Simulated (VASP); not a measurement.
# NiO (Fm-3m) in VASP: a series of runs, part 2 of 3

VASP 6.6.1. The steps go on from the part before.

## Step 3: Single point, PBE

This run uses another cell than the first one: it holds 2 atoms, not 4.

INCAR

```
SYSTEM = NiO
PREC = Accurate
ENCUT = 520
EDIFF = 1E-6
ISMEAR = 0
SIGMA = 0.05
LREAL = .FALSE.
LASPH = .TRUE.
NELM = 100
ALGO = Normal
ISIF = 2
LWAVE = .FALSE.
LCHARG = .FALSE.
GGA = PE
NBANDS = 15
```

KPOINTS

```
regular mesh
0
G
  14 14 14
  0 0 0
```

POSCAR

```
NiO
1.0
    0.0000000000      2.1084194085      2.1084194085
    2.1084194085      0.0000000000      2.1084194085
    2.1084194085      2.1084194085      0.0000000000
Ni O
1 1
Direct
    0.0000000000      0.0000000000      0.0000000000
    0.5000000000      0.5000000000      0.5000000000
```

Potentials or basis: VASP PAW PBE potentials, release 64 (Ni, O).

Launch:

```console
$ cat potpaw_PBE.64/Ni/POTCAR potpaw_PBE.64/O/POTCAR > POTCAR
$ mpirun -np 1 vasp_std > vasp.out
```

OUTCAR:

```text
SYSTEM = NiO
   PREC = Accurate
   ENCUT = 520
   EDIFF = 1E-6
   ISMEAR = 0
   LREAL = .FALSE.
   LASPH = .TRUE.
   NELM = 100
   ISIF = 2
   GGA = PE

 ion  position               nearest neighbor table
   1  0.000  0.000  0.000-   2 2.11   2 2.11   2 2.11   2 2.11   2 2.11   2 2.11
   2  0.500  0.500  0.500-   1 2.11   1 2.11   1 2.11   1 2.11   1 2.11   1 2.11

  LATTYP: Found a face centered cubic cell.
 ALAT       =     4.2168388170

  Lattice vectors:

 A1 = (   0.0000000000,   2.1084194085,   2.1084194085)
 A2 = (   2.1084194085,   0.0000000000,   2.1084194085)
 A3 = (   2.1084194085,   2.1084194085,   0.0000000000)

Analysis of symmetry for initial positions (statically):
=====================================================================
 Subroutine PRICEL returns:
 Original cell was already a primitive cell.

 Routine SETGRP: Setting up the symmetry group for a
 face centered cubic supercell.

 Subroutine GETGRP returns: Found 48 space group operations
 (whereof 48 operations were pure point group operations)
 out of a pool of 48 trial point group operations.

The static configuration has the point symmetry O_h .

Analysis of symmetry for dynamics (positions and initial velocities):
[... 166 lines left out ...]

 k-point     1 :       0.0000    0.0000    0.0000
  band No.  band energies     occupation
      1     -12.7361      2.00000
      2       4.4531      2.00000
      3       4.4531      2.00000
      4       4.4531      2.00000
      5       5.6721      2.00000
      6       5.6721      2.00000
      7       5.6721      2.00000
      8       5.9747      2.00000
      9       5.9747      2.00000
     10       8.9426      0.00000
     11      25.2132      0.00000
     12      26.3425      0.00000
     13      26.3425      0.00000
     14      26.3425      0.00000
[... 401 lines left out ...]
      2       1.3701      2.00000
      3       3.0186      2.00000
      4       3.2577      2.00000
      5       5.6298      2.00000
      6       6.2437      2.00000
      7       6.4823      2.00000
      8       6.9588      2.00000
      9       7.5722      0.00000
     10      12.3471      0.00000
     11      19.9669      0.00000
     12      21.8201      0.00000
     13      23.6230      0.00000
     14      25.9494      0.00000
     15      31.4955      0.00000

 [... further k-points ...]
[... 5 lines left out ...]
  --------------------------------------------------------------------------------------
  -------------------------------------------------------------------------------------
  Total       -0.8785390     -0.8785390     -0.8785390      0.0000000      0.0000000      0.0000000
  in kB      -75.0880118    -75.0880118    -75.0880118      0.0000000      0.0000000      0.0000000
  external PRESSURE =     -75.0880118 kB  Pullay stress =       0.0000000 kB

 VOLUME and BASIS-vectors are now :
 -----------------------------------------------------------------------------
  energy-cutoff  :      520.00
  volume of cell :       18.75
      direct lattice vectors                 reciprocal lattice vectors
     0.000000000  2.108419409  2.108419409    -0.237144468  0.237144468  0.237144468
     2.108419409  0.000000000  2.108419409     0.237144468 -0.237144468  0.237144468
     2.108419409  2.108419409  0.000000000     0.237144468  0.237144468 -0.237144468

 POSITION                                       TOTAL-FORCE (eV/Angst)
 -----------------------------------------------------------------------------------
      0.00000      0.00000      0.00000         0.000000      0.000000      0.000000
      2.10842      2.10842      2.10842         0.000000      0.000000     -0.000000
 -----------------------------------------------------------------------------------
    total drift:                                0.000000     -0.000000     -0.000000

  FREE ENERGIE OF THE ION-ELECTRON SYSTEM (eV)
  ---------------------------------------------------
  free  energy   TOTEN  =       -11.3625740430 eV

  energy  without entropy=      -11.3594577635  energy(sigma->0) =      -11.36101590
```

OSZICAR:

```text
N       E                     dE             d eps       ncg     rms          rms(c)
DAV:   1     0.802029639514E+02    0.80203E+02   -0.76974E+03  3215   0.137E+03
DAV:   2    -0.923589241075E+01   -0.89439E+02   -0.78550E+02  3470   0.262E+02
DAV:   3    -0.135560146667E+02   -0.43201E+01   -0.42013E+01  3652   0.626E+01
DAV:   4    -0.135972429655E+02   -0.41228E-01   -0.41210E-01  3755   0.594E+00
DAV:   5    -0.135982048110E+02   -0.96185E-03   -0.96184E-03  3856   0.933E-01    0.125E+01
DAV:   6    -0.131248911206E+02    0.47331E+00   -0.13617E+01  3237   0.693E+01    0.154E+01
DAV:   7    -0.114360125192E+02    0.16889E+01   -0.68240E+00  3401   0.624E+01    0.464E+00
DAV:   8    -0.113650513313E+02    0.70961E-01   -0.40796E-01  3956   0.110E+01    0.175E+00
DAV:   9    -0.113634576142E+02    0.15937E-02   -0.30261E-02  3603   0.216E+00    0.285E-01
DAV:  10    -0.113626475777E+02    0.81004E-03   -0.42283E-03  3993   0.142E+00    0.105E-01
DAV:  11    -0.113625914203E+02    0.56157E-04   -0.55466E-04  4691   0.324E-01    0.583E-02
DAV:  12    -0.113625731520E+02    0.18268E-04   -0.50718E-05  4393   0.113E-01    0.565E-03
DAV:  13    -0.113625740430E+02   -0.89103E-06   -0.34391E-06  3657   0.202E-02
   1 F= -.11362574E+02 E0= -.11361016E+02  d E =-.311628E-02
```

stdout:

```text
POSCAR found type information on POSCAR NiO
 POSCAR found :  2 types and       2 ions
 scaLAPACK will be used
 LDA part: xc-table for (Slater+PW92), standard interpolation
 POSCAR, INCAR and KPOINTS ok, starting setup
 FFT: planning ... GRIDC
 FFT: planning ... GRID_SOFT
 FFT: planning ... GRID
 WAVECAR not read
 entering main loop
```

Wall time 12 s (1 thread of Intel Xeon 6975P-C (Granite Rapids), shared host); peak memory 0.15 GiB.

Results:

```yaml
Free_energy: -11.3626 eV
Pressure: -7.5 GPa
Band_gap_on_the_k_mesh: zero (band 8 reaches 8.68 eV, above the bottom of band 9 at 5.97 eV)
```

Caveat: the run has no spin polarisation, though such a crystal can be magnetic; semilocal functionals often make such compounds metallic where correlation or magnetic order opens a gap, which also shifts bond lengths. With open d or f shells a metallic result of PBE can be an artefact of self-interaction; +U or a hybrid may open a gap.

## Step 4: Single point, PBE, collinear spin, ferromagnetic start

This run uses another cell than the first one: it holds 2 atoms, not 4.

INCAR

```
PREC     = Accurate       # precision mode
ENCUT    = 520            # plane-wave cutoff, eV
EDIFF    = 1E-6           # SCF threshold, eV
ISMEAR   = 0              # smearing method
SIGMA    = 0.05           # smearing width, eV
LREAL    = F              # projectors in reciprocal space
LASPH    = T              # aspherical terms in the spheres
NELM     = 150            # most SCF steps
ALGO     = Normal         # electronic algorithm
ISIF     = 2              # what is computed and relaxed
LWAVE    = F              # write WAVECAR
LCHARG   = F              # write CHGCAR
ISPIN    = 2              # spin polarisation
MAGMOM   = 2 0            # initial moments
LORBIT   = 11             # projections on sites
LMAXMIX  = 4              # l up to which the mixer works
GGA      = PE             # functional
NBANDS   = 19             # bands
```

KPOINTS

```
Automatic mesh
0
Gamma
  14 14 14
```

POSCAR

```
NiO
1.0
    0.0000000000      2.0859016414      2.0859016414
    2.0859016414      0.0000000000      2.0859016414
    2.0859016414      2.0859016414      0.0000000000
Ni O
1 1
Direct
    0.0000000000      0.0000000000      0.0000000000
    0.5000000000      0.5000000000      0.5000000000
```

Potentials or basis: VASP PAW PBE potentials, release 64 (Ni, O).

Launch:

```console
$ cat potpaw_PBE.64/Ni/POTCAR potpaw_PBE.64/O/POTCAR > POTCAR
$ mpirun -np 1 vasp_std > vasp.out
```

OUTCAR:

```text
PREC = Accurate
   ENCUT = 520
   EDIFF = 1E-6
   ISMEAR = 0
   LREAL = F
   LASPH = T
   NELM = 150
   ISIF = 2
   ISPIN = 2
   LORBIT = 11
   GGA = PE

 ion  position               nearest neighbor table
   1  0.000  0.000  0.000-   2 2.09   2 2.09   2 2.09   2 2.09   2 2.09   2 2.09
   2  0.500  0.500  0.500-   1 2.09   1 2.09   1 2.09   1 2.09   1 2.09   1 2.09

  LATTYP: Found a face centered cubic cell.
 ALAT       =     4.1718032828

  Lattice vectors:

 A1 = (   0.0000000000,   2.0859016414,   2.0859016414)
 A2 = (   2.0859016414,   0.0000000000,   2.0859016414)
 A3 = (   2.0859016414,   2.0859016414,   0.0000000000)

Analysis of symmetry for initial positions (statically):
=====================================================================
 Subroutine PRICEL returns:
 Original cell was already a primitive cell.

 Routine SETGRP: Setting up the symmetry group for a
 face centered cubic supercell.

 Subroutine GETGRP returns: Found 48 space group operations
 (whereof 48 operations were pure point group operations)
 out of a pool of 48 trial point group operations.

[... 716 lines left out ...]
 spin component 2

 k-point     1 :       0.0000    0.0000    0.0000
  band No.  band energies     occupation
      1     -12.0443      1.00000
      2       5.4119      1.00000
      3       5.4119      1.00000
      4       5.4119      1.00000
      5       6.1045      1.00000
      6       6.1047      1.00000
[... 517 lines left out ...]
     18      38.4964      0.00000
     19      39.3938      0.00000

 [... further k-points ...]
[... 5 lines left out ...]
  --------------------------------------------------------------------------------------
  -------------------------------------------------------------------------------------
  Total        0.5848670      0.5848670      0.5848670      0.0000000      0.0000000      0.0000000
  in kB       51.6245463     51.6245463     51.6245463      0.0000000      0.0000000      0.0000000
  external PRESSURE =      51.6245463 kB  Pullay stress =       0.0000000 kB

 VOLUME and BASIS-vectors are now :
 -----------------------------------------------------------------------------
  energy-cutoff  :      520.00
  volume of cell :       18.15
      direct lattice vectors                 reciprocal lattice vectors
     0.000000000  2.085901641  2.085901641    -0.239704495  0.239704495  0.239704495
     2.085901641  0.000000000  2.085901641     0.239704495 -0.239704495  0.239704495
     2.085901641  2.085901641  0.000000000     0.239704495  0.239704495 -0.239704495

 POSITION                                       TOTAL-FORCE (eV/Angst)
 -----------------------------------------------------------------------------------
      0.00000      0.00000      0.00000        -0.000000     -0.000000     -0.000000
      2.08590      2.08590      2.08590         0.000000      0.000000      0.000000
 -----------------------------------------------------------------------------------
    total drift:                                0.000000     -0.000000     -0.000000

  FREE ENERGIE OF THE ION-ELECTRON SYSTEM (eV)
  ---------------------------------------------------
  free  energy   TOTEN  =       -11.4706333303 eV

  energy  without entropy=      -11.4692102013  energy(sigma->0) =      -11.46992177

 total charge

# of ion       s       p       d       tot
------------------------------------------
    1        0.333   0.407   8.256   8.995
    2        1.557   3.422   0.000   4.979
--------------------------------------------------
tot          1.890   3.829   8.256  13.974

 magnetization (x)

# of ion       s       p       d       tot
------------------------------------------
    1        0.012   0.015   1.370   1.397
    2        0.028   0.227   0.000   0.255
--------------------------------------------------
tot          0.039   0.242   1.370   1.652
```

OSZICAR:

```text
N       E                     dE             d eps       ncg     rms          rms(c)
DAV:   1     0.843562372915E+02    0.84356E+02   -0.73865E+03  8486   0.109E+03
DAV:   2    -0.862260430833E+01   -0.92979E+02   -0.80942E+02  8183   0.236E+02
DAV:   3    -0.137654119056E+02   -0.51428E+01   -0.49682E+01  9029   0.561E+01
DAV:   4    -0.138110397263E+02   -0.45628E-01   -0.45582E-01  8810   0.513E+00
DAV:   5    -0.138117312735E+02   -0.69155E-03   -0.69150E-03  8919   0.623E-01    0.152E+01
DAV:   6    -0.127163431674E+02    0.10954E+01   -0.13279E+01 10330   0.617E+01    0.189E+01
DAV:   7    -0.114956347647E+02    0.12207E+01   -0.42448E+00 10053   0.483E+01    0.626E+00
DAV:   8    -0.114713727725E+02    0.24262E-01   -0.21438E-01  9942   0.659E+00    0.390E+00
DAV:   9    -0.114704722997E+02    0.90047E-03   -0.26311E-02 11800   0.271E+00    0.118E+00
DAV:  10    -0.114704922226E+02   -0.19923E-04   -0.44012E-03  9207   0.639E-01    0.244E-01
DAV:  11    -0.114706288059E+02   -0.13658E-03   -0.14408E-04  9708   0.179E-01    0.115E-01
DAV:  12    -0.114706221940E+02    0.66119E-05   -0.15499E-04 10481   0.328E-01    0.353E-02
DAV:  13    -0.114706337110E+02   -0.11517E-04   -0.28775E-05  8697   0.477E-02    0.287E-02
DAV:  14    -0.114706333303E+02    0.38067E-06   -0.73113E-06 10218   0.550E-02
   1 F= -.11470633E+02 E0= -.11469922E+02  d E =-.142313E-02  mag=     1.6939
```

Wall time 28 s (1 thread of Intel Xeon 6975P-C (Granite Rapids), shared host); peak memory 0.18 GiB.

Results:

* Free energy: -11.4706 eV
* Pressure: 5.2 GPa
* Net moment: 1.69 μB per cell
* Site moments: Ni +1.40; O +0.26 μB
* Valence electrons inside the program's atomic spheres: Ni 8.99; O 4.98

Levels at points of the mesh, in eV from the Fermi level:
Spin up:
```
           k point  band 7  band 8  band 9  band 10  band 11  band 12
(0.00, 0.00, 0.00)   -2.66   -2.66   -2.66     1.52    17.83    18.92
(0.50, 0.00, 0.00)   -1.42    0.29    0.29     5.57     9.97    14.01
(0.50, 0.50, 0.00)   -2.21   -1.64   -1.64     6.13    10.56    12.21
```
Spin down:
```tsv
k point	band 3	band 4	band 5	band 6	band 7	band 8	band 9	band 10	band 11	band 12
(0.00, 0.00, 0.00)	-2.57	-2.57	-1.87	-1.87	-1.87	-0.66	-0.66	1.86	17.78	19.14
(0.50, 0.00, 0.00)	-4.88	-4.88	-0.98	-0.98	-0.60	2.17	2.17	5.74	10.47	14.28
(0.50, 0.50, 0.00)	-3.92	-3.92	-2.86	-0.78	-0.78	-0.23	0.31	6.57	10.89	12.47
```

Caveat: a cell with one magnetic atom can't hold antiferromagnetic order, which such compounds often take; semilocal functionals often make such compounds metallic where correlation or magnetic order opens a gap, which also shifts bond lengths.

[end of part 2 of 3]
